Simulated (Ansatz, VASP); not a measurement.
**Cu: VASP beside Ansatz**

```
CELL_PARAMETERS angstrom
-1.54695 1.54695 1.35895
1.54695 -1.54695 1.35895
1.54695 1.54695 -1.35895
ATOMIC_POSITIONS crystal
Cu 0.00000 0.00000 0.00000
```

Alike in both runs: task single point; functional PBE; k mesh 22 × 22 × 22; occupations gaussian, width 0.15 eV; no spin polarisation.

```csv
,VASP,Ansatz
version,VASP 6.6.1,Ansatz 0.2.0
potentials or method,"VASP PAW PBE potentials, release 64 (Cu), cutoff 520 eV","scalar-relativistic, plane waves, PAW"
valence electrons in the cell,11,19
```

|  | VASP | Ansatz | Ansatz less VASP |
| --- | --- | --- | --- |
| gap on the k mesh at the Fermi level (eV) | none | none | - |
| pressure (GPa) | -8.1 | -8.8 | -0.68 |
| traceless stress, the component that is largest in VASP (GPa) | 0.48 | 0.45 | -0.024 |

A gap of «none» marks a metal or a gap that the smearing closes. The functional is the same, so the differences come from potentials, cutoffs and numerics. VASP's potentials hold 11 valence electrons a cell and Ansatz's 19, so a difference there can come from the potentials and not from the codes.
